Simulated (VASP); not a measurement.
In: single point with r2SCAN

In:

```
In
1.0
    -1.62547    1.62547    2.47370
     1.62547   -1.62547    2.47370
     1.62547    1.62547   -2.47370
In
1
Direct
  0.00000 0.00000 0.00000
```

```
Program             : VASP 6.6.1
Task                : single point
Functional          : r2SCAN
Potentials or basis : VASP PAW PBE potentials, release 64 (In_d)
Cutoff              : 520 eV
k mesh              : 11 × 11 × 11
Occupations         : fermi-dirac, width 0.05 eV
Spin                : no spin polarisation
```

```yaml
Pressure: 0.3 GPa
```

Stress tensor (GPa, compression positive):
```
 0.40  0.00  0.00
 0.00  0.40  0.00
 0.00  0.00 -0.03
```

Levels at points of the mesh, in eV from the Fermi level:
| k point | band 2 | band 3 | band 4 | band 5 | band 6 | band 7 | band 8 | band 9 | band 10 | band 11 |
| --- | --- | --- | --- | --- | --- | --- | --- | --- | --- | --- |
| (0.00, 0.00, 0.00) | -15.24 | -15.24 | -15.15 | -15.04 | -10.09 | 11.12 | 11.12 | 11.34 | 12.15 | 14.45 |

Wall time 2.4 min on 1 thread of Intel(R) Xeon(R) Platinum 8259CL CPU @ 2.50GHz (Skylake/Cascade Lake), with other jobs on the host, peak memory 0.18 GiB.

Caveat: the PAW data sets were made with another functional, which shifts forces and pressure a little; spin-orbit coupling is left out, which moves the levels of the heavy elements.
